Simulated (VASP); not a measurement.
Crystal: GaB5.

```
Ga B
1.0
     3.67197    0.00000    0.00000
    -1.83599    3.18002    0.00000
     0.00000    0.00000    4.30111
Ga B
1 5
Cartesian
  0.0000 0.0000 0.0000
  0.0000 2.1200 2.1506
  1.8360 1.0600 2.1506
  0.0000 2.1200 0.0000
  1.8360 1.0600 0.0000
  0.0000 0.0000 2.1506
```

```yaml
Program: VASP 6.6.1
Task: relaxation of cell and atoms
Functional: PBE
Potentials_or_basis: VASP PAW PBE potentials, release 64 (Ga_d, B)
Cutoff: 600 eV
k_mesh: 12 × 12 × 10
Occupations: gaussian, width 0.1 eV
Spin: no spin polarisation
```

At the start: pressure -1.2 GPa; volume 8.37 Å³/atom.

Problem. Where does the relaxation end?

Solution. Over 7 steps the energy falls by 11.9 meV/atom and the volume is 8.36 Å³/atom (-0.2 %); space group P6/mmm (No. 191, to 0.05 Å).

The path:
```
step  energy change (eV)  largest force (eV/Å)  pressure (GPa)  volume (Å³)
   1              0.0000                0.0000           -1.18        50.22
   2             -0.0459                0.0000            0.51        49.77
   3             -0.0525                0.0000            1.31        49.57
   4             -0.0586                0.0000            3.11        49.17
   5             -0.0707                0.0000           -0.92        50.40
   6             -0.0712                0.0000           -0.28        50.19
   7             -0.0715                0.0000           -0.04        50.14
```

Final structure:
```
CELL_PARAMETERS angstrom
3.57663 0.00000 0.00000
-1.78832 3.09746 0.00000
0.00000 0.00000 4.52626
ATOMIC_POSITIONS crystal
Ga 0.00000 0.00000 0.00000
B 0.33333 0.66667 0.50000
B 0.66667 0.33333 0.50000
B 0.33333 0.66667 0.00000
B 0.66667 0.33333 0.00000
B 0.00000 0.00000 0.50000
```
